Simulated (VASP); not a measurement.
# Si62P (a cell with a defect) in VASP: a series of runs

The runs below take Si62P (a cell with a defect) through single point, with LDA.

Program: VASP 6.6.1. These are calculated values, not measurements. Logs are shortened: lines on timing, memory, paths and dates and some standing lists are left out, and cuts for length are marked.

## Step 1: The cell of the first run

The cell holds a defect, 63 atoms: a = 10.860 Å, b = 10.860 Å, c = 10.860 Å, α = 90.00°, β = 90.00°, γ = 90.00°.

## Step 2: Single point, LDA

Input file INCAR:

```
ALGO = Normal
EDIFF = 1E-6
ENCUT = 520
GGA = CA
ISIF = 2
ISMEAR = -1
LASPH = T
LCHARG = F
LREAL = Auto
LWAVE = F
NBANDS = 164
NELECT = 252.0
NELM = 60
PREC = Accurate
SIGMA = 0.05
```

Input file KPOINTS:

```
k-points
0
Gamma
  1 1 1
```

Input file POSCAR:

```
Si62P
1.0
   10.8600000000      0.0000000000      0.0000000000
    0.0000000000     10.8600000000      0.0000000000
    0.0000000000      0.0000000000     10.8600000000
Si P
62 1
Direct
    0.5009915285     -0.0027824125      0.0003581031
    0.6147950276      0.1335940147      0.1200245856
    0.7513644567      0.2487814917      0.0017974217
    0.8759929098      0.3750839779      0.1255437385
    0.8801130755      0.1200488950      0.3723596685
   -0.0068703499     -0.0053970534      0.0090832413
    0.1254618785      0.1226955801      0.1241176796
    0.2504256906      0.2491185083     -0.0016447514
    0.3704173112      0.3796239411      0.1234858195
    0.5007344383      0.5009068140     -0.0005503683
    0.6289255985      0.6261501842      0.1238989871
    0.7571997238      0.7551544199      0.0053813996
    0.2508538674     -0.0001457643      0.2504092081
    0.3752766114      0.1249175875      0.3750294659
    0.4959812155      0.2534244015      0.2494989871
    0.6270342541      0.3726681400      0.3737740331
    0.7507575506      0.4995879374      0.2500763352
    0.8748643646      0.6262141805      0.3743489871
    0.5011046041     -0.0009937385      0.4981848066
    0.6269928177      0.1233930939      0.6222678637
    0.7527358195      0.2428712707      0.4931569061
    0.8739595764      0.3717957643      0.6226566298
    0.7504885820     -0.0003974217      0.7494196133
    0.8742276243      0.1215315838      0.8782830571
   -0.0002752302      0.5009752302      0.0003291897
    0.1178362799      0.6320539595      0.1257601289
    0.2482906077      0.7501625230      0.0005345304
    0.3744480663      0.8743590239      0.1249946593
    0.0010798343      0.2476943831      0.2475243094
    0.1250520258      0.3749739411      0.3766446593
    0.2452114180      0.5046622468      0.2484402394
    0.3776534070      0.6243717311      0.3748545120
    0.5032909761      0.7510535912      0.2468487109
    0.6239168508      0.8739478821      0.3762676796
    0.0022235727     -0.0024744936      0.5004272560
    0.1247043278      0.1280164825      0.6267150092
    0.2509555249      0.2497972376      0.5002319521
    0.3759598527      0.3750228361      0.6251635359
    0.5020817680      0.4977627993      0.4985593002
    0.6226943831      0.6257726519      0.6241888582
    0.7514283610      0.7514927256      0.4988635359
    0.8762231123      0.8744375691      0.6257313076
    0.2474668508     -0.0011901473      0.7516393186
    0.3764227440      0.1256145488      0.8739648250
    0.5020528545      0.2482151934      0.7474066298
    0.6233376611      0.3737687845      0.8750094843
    0.7492899632      0.4984907919      0.7477186004
    0.8751357274      0.6250779006      0.8749976059
   -0.0072759669      0.7595402394      0.2492025783
    0.1270457643      0.8743091160      0.3757022099
   -0.0001082873      0.4993638122      0.5000165746
    0.1259118785      0.6243123389      0.6252795580
    0.2527689687      0.7477246777      0.4999069982
    0.3745372007      0.8749130755      0.6263676796
   -0.0016466851      0.2494557090      0.7521084715
    0.1245595764      0.3756745856      0.8758822284
    0.2506496317      0.4992246777      0.7501105893
    0.3740241252      0.6256757827      0.8758858195
    0.5005665746      0.7503767035      0.7513616022
    0.6287743094      0.8745705341      0.8769376611
    0.0007267035      0.7488100368      0.7500466851
    0.1204209945      0.8745676796      0.8791953039
    0.8598818600     -0.1076855433      0.1445101289
```

Potentials or basis: VASP PAW LDA potentials, release 64 (Si, P).

Started as:

```bash
$ cat potpaw_LDA.64/Si/POTCAR potpaw_LDA.64/P/POTCAR > POTCAR
$ mpirun -np 1 vasp_gam > vasp.out
```

OUTCAR:

```text
EDIFF = 1E-6
   ENCUT = 520
   GGA = CA
   ISIF = 2
   ISMEAR = -1
   LASPH = T
   LREAL = Auto
   NELECT = 252.0
   NELM = 60
   PREC = Accurate

 ion  position               nearest neighbor table
   1  0.501  0.997  0.000-   2 2.33  60 2.34  28 2.35  44 2.38
   2  0.615  0.134  0.120-  15 2.31   1 2.33   3 2.33
   3  0.751  0.249  0.002-   2 2.33  24 2.34   4 2.35  46 2.38
   4  0.876  0.375  0.126-  17 2.35  29 2.35   3 2.35  25 2.35
   5  0.880  0.120  0.372-  21 2.33  35 2.34  29 2.34
   6  0.993  0.995  0.009-  63 2.34   7 2.36  24 2.36  62 2.37
   7  0.125  0.123  0.124-  29 2.34  13 2.35   6 2.36   8 2.36
   8  0.250  0.249  0.998-  44 2.34  56 2.35   9 2.36   7 2.36
   9  0.370  0.380  0.123-  31 2.35  10 2.36   8 2.36  15 2.37
  10  0.501  0.501  0.999-  46 2.35  58 2.35   9 2.36  11 2.37
  11  0.629  0.626  0.124-  33 2.34  17 2.35  12 2.36  10 2.37
[... 20 lines left out ...]
  32  0.378  0.624  0.375-  53 2.34  39 2.35  31 2.38  33 2.38
  33  0.503  0.751  0.247-  34 2.34  11 2.34  28 2.35  32 2.38
  34  0.624  0.874  0.376-  19 2.32  41 2.34  33 2.34
  35  0.002  0.998  0.500-  50 2.34   5 2.34  42 2.35  36 2.38
  36  0.125  0.128  0.627-  55 2.34  37 2.35  43 2.36  35 2.38
  37  0.251  0.250  0.500-  14 2.35  36 2.35  30 2.35  38 2.35
  38  0.376  0.375  0.625-  57 2.35  37 2.35  45 2.35  39 2.35
  39  0.502  0.498  0.499-  40 2.35  32 2.35  16 2.35  38 2.35
  40  0.623  0.626  0.624-  59 2.34  39 2.35  47 2.37  41 2.38
[... 20 lines left out ...]
  61  0.001  0.749  0.750-  48 2.35  42 2.35  52 2.35  62 2.35
  62  0.120  0.875  0.879-  27 2.34  61 2.35   6 2.37  43 2.38
  63  0.860  0.892  0.145-  49 2.34   6 2.34  12 2.40

  LATTYP: Found a simple cubic cell.
 ALAT       =    10.8600000000

  Lattice vectors:

 A1 = (  10.8600000000,   0.0000000000,   0.0000000000)
 A2 = (   0.0000000000,  10.8600000000,   0.0000000000)
 A3 = (   0.0000000000,   0.0000000000,  10.8600000000)

Analysis of symmetry for initial positions (statically):
=====================================================================
 Subroutine PRICEL returns:
 Original cell was already a primitive cell.

 Routine SETGRP: Setting up the symmetry group for a
 simple cubic supercell.

 Subroutine GETGRP returns: Found  1 space group operations
 (whereof  1 operations were pure point group operations)
 out of a pool of 48 trial point group operations.

The static configuration has the point symmetry C_1 .

Analysis of symmetry for dynamics (positions and initial velocities):
=====================================================================
 Subroutine PRICEL returns:
 Original cell was already a primitive cell.

 Routine SETGRP: Setting up the symmetry group for a
 simple cubic supercell.

 Subroutine GETGRP returns: Found  1 space group operations
 (whereof  1 operations were pure point group operations)
 out of a pool of 48 trial point group operations.

The dynamic configuration has the point symmetry C_1 .

 Subroutine INISYM returns: Found  1 space group operations
 (whereof  1 operations are pure point group operations),
 and found     1 'primitive' translations

----------------------------------------------------------------------------------------

                                     Primitive cell

  volume of cell :    1280.8241

  direct lattice vectors                    reciprocal lattice vectors
    10.860000000  0.000000000  0.000000000     0.092081031  0.000000000  0.000000000
     0.000000000 10.860000000  0.000000000     0.000000000  0.092081031  0.000000000
     0.000000000  0.000000000 10.860000000     0.000000000  0.000000000  0.092081031

  length of vectors
    10.860000000 10.860000000 10.860000000     0.092081031  0.092081031  0.092081031

  position of ions in fractional coordinates (direct lattice)
     0.500991529  0.997217588  0.000358103
     0.614795028  0.133594015  0.120024586
     0.751364457  0.248781492  0.001797422
     0.875992910  0.375083978  0.125543738
     0.880113075  0.120048895  0.372359669
     0.993129650  0.994602947  0.009083241
[... 49 lines left out ...]
   TEBEG  =    0.0;   TEEND  =   0.0 temperature during run
   PSTRESS=    0.0 pullay stress
   NELECT =     252.0000    total number of electrons
   NUPDOWN=      -1.0000    fix difference up-down
   EMIN   =  10.00;   EMAX   =-10.00  energy-range for DOS
   EFERMI =   0.00;   METHOD = LEGACY
   ISMEAR =    -1;   SIGMA  =   0.05  broadening in eV -4-tet -1-fermi 0-gaus
   EFERMI_NEDOS =   21; number of points for ismear=-14 and -15
   IALGO  =     38    algorithm
   IMIX   =      4    mixing-type and parameters
     AMIX     =   0.40;   BMIX     =  1.00
     AMIX_MAG =   1.60;   BMIX_MAG =  1.00
  volume/ion in A,a.u.               =      20.33       137.20
  Fermi-wavevector in a.u.,A,eV,Ry     =   0.952164  1.799329 12.335269  0.906617
  Thomas-Fermi vector in A             =   2.080702
   LORBIT       =      0    0 simple, 1 ext, 2 COOP (PROOUT), +10 PAW based schemes
   GGA     = CA    functional components
   LHFCALC =     F    Hartree Fock is set to
   AEXX    =    0.0000 exact exchange contribution
   IVDW    =     0    specifies the selected vdW correction
   LEPSILON=     F    determine dielectric tensor
   LRPA    =     F    only Hartree local field effects (RPA)
 non-spin polarized calculation
  energy-cutoff  :      520.00
  volume of cell :     1280.82
 maximum number of plane-waves:     17229
 NGX is ok and might be reduce to    84
   NGX = 41   NGY = 41   NGZ = 41

 number of electron     251.9999989 magnetization

 Free energy of the ion-electron system (eV)
  ---------------------------------------------------
  ext. energy  EPLUGINS =         0.00000000
  ---------------------------------------------------
  free energy    TOTEN  =      -372.14964524 eV

  energy without entropy =     -372.12326687  energy(sigma->0) =     -372.13645606

 E-fermi :   5.9517     XC(G=0):  -9.5248

 val. band max:        5.7675624142   @ k =   0.0000   0.0000   0.0000
 cond. band min:       6.1747611316   @ k =   0.0000   0.0000   0.0000
 fundamental gap:      0.4071987173
 Fermi energy:         5.9516809003

 k-point     1 :       0.0000    0.0000    0.0000
  band No.  band energies     occupation
      1      -6.3461      2.00000
      2      -5.7100      2.00000
      3      -5.2238      2.00000
      4      -5.2119      2.00000
      5      -5.2045      2.00000
      6      -5.2009      2.00000
[... 130 lines left out ...]
    137       6.7050      0.00000
    138       6.8095      0.00000
 [bands above 138 left out]

------------------------ aborting loop because EDIFF is reached ----------------------------------------

  FORCE on cell =-STRESS in cart. coord.  units (eV):
  Direction    XX          YY          ZZ          XY          YZ          ZX
  --------------------------------------------------------------------------------------
  -------------------------------------------------------------------------------------
  Total      -20.5995468    -21.6885523    -21.7899172     -4.6267106      2.6528958     -3.4110267
  in kB      -25.7678850    -27.1301173    -27.2569142     -5.7875325      3.3184960     -4.2668387
  external PRESSURE =     -26.7183055 kB  Pullay stress =       0.0000000 kB

 VOLUME and BASIS-vectors are now :
 -----------------------------------------------------------------------------
  energy-cutoff  :      520.00
  volume of cell :     1280.82
      direct lattice vectors                 reciprocal lattice vectors
    10.860000000  0.000000000  0.000000000     0.092081031  0.000000000  0.000000000
     0.000000000 10.860000000  0.000000000     0.000000000  0.092081031  0.000000000
     0.000000000  0.000000000 10.860000000     0.000000000  0.000000000  0.092081031

 POSITION                                       TOTAL-FORCE (eV/Angst)
 -----------------------------------------------------------------------------------
      5.44077     10.82978      0.00389         0.006894     -0.004037      0.002740
      6.67667      1.45083      1.30347        -0.002007      0.016382      0.012502
      8.15982      2.70177      0.01952         0.007568      0.004582     -0.006390
      9.51328      4.07341      1.36341        -0.004305      0.007674     -0.004265
      9.55803      1.30373      4.04383        -0.080387      0.204062      0.178289
     10.78539     10.80139      0.09864         0.057708     -0.055619     -0.086391
[... 55 lines left out ...]
      1.30777      9.49781      9.54806         0.045932     -0.016749     -0.043590
      9.33832      9.69053      1.56938         0.158977     -0.446086     -0.578632
 -----------------------------------------------------------------------------------
    total drift:                                0.013777     -0.002984      0.004590

  FREE ENERGIE OF THE ION-ELECTRON SYSTEM (eV)
  ---------------------------------------------------
  free  energy   TOTEN  =      -372.1496452433 eV

  energy  without entropy=     -372.1232668699  energy(sigma->0) =     -372.13645606
```

Run time: 7 min. Hardware: 1 thread of Oxide Virtual Turin-like, shared host; peak memory 0.68 GiB.

What came out:

- Free energy: -372.1496 eV
- Largest force: 0.748 eV/Å

Forces in eV/Å, atoms in the order of the input:
```
Si   0.007 -0.004  0.003
Si  -0.002  0.016  0.013
Si   0.008  0.005 -0.006
Si  -0.004  0.008 -0.004
Si  -0.080  0.204  0.178
Si   0.058 -0.056 -0.086
Si  -0.014 -0.022  0.005
Si  -0.013  0.000  0.030
Si   0.024 -0.020  0.013
Si   0.005  0.011  0.021
Si   0.009  0.012  0.000
Si   0.110  0.068  0.084
Si   0.008  0.003  0.000
Si  -0.022  0.012  0.013
Si   0.006 -0.001  0.031
Si  -0.022  0.038  0.017
Si  -0.004  0.003  0.001
Si  -0.002  0.018 -0.034
Si  -0.055  0.032  0.069
Si  -0.017  0.015  0.044
Si  -0.039  0.122  0.122
Si   0.000  0.077  0.068
Si   0.000 -0.002  0.009
Si   0.008 -0.001 -0.008
Si   0.011 -0.023 -0.012
Si   0.085 -0.089 -0.028
Si   0.030 -0.010 -0.010
Si   0.003  0.003  0.000
Si  -0.037 -0.014 -0.007
Si  -0.028 -0.008  0.001
Si   0.037 -0.042  0.014
Si  -0.018  0.019  0.017
Si  -0.002  0.002  0.001
Si  -0.104  0.000  0.108
Si  -0.054 -0.006 -0.028
Si  -0.022 -0.017 -0.022
Si  -0.020  0.007  0.006
Si  -0.009  0.005  0.002
Si  -0.015  0.024  0.016
Si   0.006  0.014  0.005
Si   0.005  0.008  0.003
Si  -0.003 -0.002  0.011
Si  -0.002  0.006  0.003
Si  -0.009  0.014  0.018
Si  -0.015  0.014  0.020
Si  -0.006  0.010  0.014
Si   0.011  0.055  0.064
Si   0.018  0.034  0.039
Si   0.064 -0.112 -0.130
Si  -0.047  0.003 -0.059
Si  -0.023  0.016 -0.005
Si  -0.006 -0.001 -0.011
Si  -0.034  0.033 -0.010
Si  -0.029 -0.001  0.026
Si  -0.005 -0.004 -0.006
Si  -0.002 -0.014 -0.012
Si  -0.001  0.002  0.002
Si   0.013 -0.001 -0.009
Si   0.013  0.014  0.009
Si   0.017 -0.008  0.018
Si   0.004 -0.006 -0.007
Si   0.046 -0.017 -0.044
P    0.159 -0.446 -0.579
```

Caveat: the k points lie up to 0.58 Å⁻¹ apart; the cell carries a net charge on a neutralising background, which shifts energy and pressure; the cell is charged against a uniform background, so pressure and absolute levels hang on convention.

## Step 3: Single point, LDA

Input file INCAR:

```
SYSTEM = Si62P
PREC = Accurate ; ENCUT = 520
EDIFF = 1E-7 ; ISMEAR = -1
SIGMA = 0.05 ; LREAL = Auto
LASPH = .True. ; NELM = 80
ALGO = Normal ; ISIF = 2
LWAVE = .False. ; LCHARG = .False.
GGA = CA ; NBANDS = 164
NELECT = 252.0
```

Input file KPOINTS:

```
regular mesh
0
Gamma
  1 1 1
  0 0 0
```

Input file POSCAR:

```
Si62P
1.0
   10.8600000000      0.0000000000      0.0000000000
    0.0000000000     10.8600000000      0.0000000000
    0.0000000000      0.0000000000     10.8600000000
Si P
62 1
Direct
    0.5038124309     -0.0016001842      0.0032934622
    0.6220368324      0.1279631676      0.1293097606
    0.7516001842      0.2461875691      0.0032934622
    0.8754535912      0.3746697974      0.1245464088
    0.8706902394      0.1279631676      0.3779631676
   -0.0010807551     -0.0089147330      0.0010807551
    0.1225604972      0.1206571823      0.1251355433
    0.2489405157      0.2481183241      0.0013220994
    0.3745464088      0.3754535912      0.1246824125
    0.5018816759      0.5010594843      0.0013220994
    0.6293428177      0.6274395028      0.1251355433
    0.7589147330      0.7510807551      0.0010807551
    0.2506896869     -0.0003354512      0.2496645488
    0.3726829650      0.1259801105      0.3759801105
    0.4989787293      0.2510212707      0.2528122468
    0.6240198895      0.3773170350      0.3759801105
    0.7503354512      0.4993103131      0.2496645488
    0.8748644567      0.6274395028      0.3706571823
    0.4989787293      0.0028122468      0.5010212707
    0.6240198895      0.1259801105      0.6273170350
    0.7471877532      0.2510212707      0.5010212707
    0.8753175875      0.3754535912      0.6254535912
    0.7503354512     -0.0003354512      0.7493103131
    0.8748644567      0.1206571823      0.8774395028
    0.0014052486      0.4980716390     -0.0014052486
    0.1261444751      0.6238555249      0.1223588398
    0.2519283610      0.7485947514     -0.0014052486
    0.3753302026      0.8745464088      0.1245464088
   -0.0032934622      0.2461875691      0.2483998158
    0.1226886740      0.3743596685      0.3754534991
    0.2502297422      0.4997702578      0.2496772560
    0.3756403315      0.6273113260      0.3754534991
    0.5038124309      0.7532934622      0.2483998158
    0.6220368324      0.8793097606      0.3779631676
   -0.0032934622     -0.0016001842      0.4961875691
    0.1226886740      0.1254534991      0.6243596685
    0.2480677716      0.2505599448      0.5005599448
    0.3746642726      0.3753357274      0.6253357274
    0.4994400552      0.5019322284      0.5005599448
    0.6245465009      0.6273113260      0.6243596685
    0.7516001842      0.7532934622      0.4961875691
    0.8754535912      0.8745464088      0.6246697974
    0.2502297422     -0.0003227440      0.7497702578
    0.3756403315      0.1254534991      0.8773113260
    0.4994400552      0.2505599448      0.7519322284
    0.6245465009      0.3743596685      0.8773113260
    0.7503227440      0.4997702578      0.7497702578
    0.8776411602      0.6238555249      0.8738555249
   -0.0010807551      0.7510807551      0.2410852670
    0.1225604972      0.8751355433      0.3706571823
   -0.0013220994      0.5010594843      0.4981183241
    0.1256091160      0.6243908840      0.6233780847
    0.2489405157      0.7513220994      0.4981183241
    0.3745464088      0.8746824125      0.6254535912
   -0.0013220994      0.2481183241      0.7510594843
    0.1256091160      0.3733780847      0.8743908840
    0.2504204420      0.4995795580      0.7495795580
    0.3766219153      0.6243908840      0.8743908840
    0.5018816759      0.7513220994      0.7510594843
    0.6293428177      0.8751355433      0.8774395028
    0.0014052486      0.7485947514      0.7480716390
    0.1261444751      0.8723588398      0.8738555249
    0.8727576427     -0.1227576427      0.1272423573
```

Potentials or basis: VASP PAW LDA potentials, release 64 (Si, P).

Started as:

```bash
$ cat potpaw_LDA.64/Si/POTCAR potpaw_LDA.64/P/POTCAR > POTCAR
$ mpirun -np 1 vasp_gam > vasp.out
```

It took 7 min on 1 thread of Oxide Virtual Turin-like, shared host; peak memory 0.68 GiB.

Results (log left out):

| Item | Value |
| --- | --- |
| Free energy | -372.3506 eV |
| Largest force | 0.023 eV/Å |

Forces in eV/Å, atoms in the order of the input:
```
Si  -0.002  0.003 -0.004
Si   0.005 -0.005 -0.004
Si  -0.003  0.002 -0.004
Si  -0.002  0.004  0.002
Si   0.004 -0.005 -0.005
Si  -0.011 -0.003  0.011
Si   0.002  0.001 -0.001
Si  -0.004  0.004  0.001
Si   0.002 -0.002  0.004
Si  -0.004  0.004  0.001
Si  -0.001 -0.002 -0.001
Si   0.003  0.011  0.011
Si   0.001  0.000  0.000
Si   0.002  0.002  0.002
Si  -0.007  0.007  0.002
Si  -0.002 -0.002  0.002
Si   0.000 -0.001  0.000
Si   0.001 -0.002  0.001
Si  -0.007  0.002  0.007
Si  -0.002  0.002 -0.002
Si  -0.002  0.007  0.007
Si  -0.004 -0.002 -0.002
Si   0.000  0.000 -0.001
Si   0.001  0.001 -0.002
Si  -0.001 -0.006  0.001
Si   0.005 -0.005  0.003
Si   0.006  0.001  0.001
Si  -0.004  0.002  0.002
Si   0.004  0.002  0.003
Si  -0.003 -0.006 -0.001
Si  -0.002  0.002  0.001
Si   0.006  0.003 -0.001
Si  -0.002 -0.004  0.003
Si   0.005 -0.004 -0.005
Si   0.004  0.003  0.002
Si  -0.003 -0.001 -0.006
Si   0.005  0.001  0.001
Si   0.002 -0.002 -0.002
Si  -0.001 -0.005  0.001
Si   0.001  0.003 -0.006
Si  -0.003 -0.004  0.002
Si  -0.002  0.002  0.004
Si  -0.002  0.001  0.002
Si   0.006 -0.001  0.003
Si  -0.001  0.001 -0.005
Si   0.001 -0.006  0.003
Si  -0.001  0.002  0.002
Si  -0.003 -0.005 -0.005
Si  -0.011  0.011 -0.003
Si   0.002 -0.001  0.001
Si  -0.001  0.004  0.004
Si   0.004 -0.004  0.000
Si  -0.004  0.001  0.004
Si   0.002  0.004 -0.002
Si  -0.001  0.004  0.004
Si   0.004  0.000 -0.004
Si   0.002 -0.002 -0.002
Si   0.000 -0.004 -0.004
Si  -0.004  0.001  0.004
Si  -0.001 -0.001 -0.002
Si  -0.001  0.001 -0.006
Si   0.005  0.003 -0.005
P    0.013 -0.013 -0.013
```

Levels at points of the mesh, in eV from the Fermi level:
```csv
k point,band 124,band 125,band 126,band 127,band 128,band 129
"(0.00, 0.00, 0.00)",-0.61,-0.61,-0.18,0.23,0.23,0.31
```

Caveat: the k points lie up to 0.58 Å⁻¹ apart; the cell carries a net charge on a neutralising background, which shifts energy and pressure; the cell is charged against a uniform background, so pressure and absolute levels hang on convention.
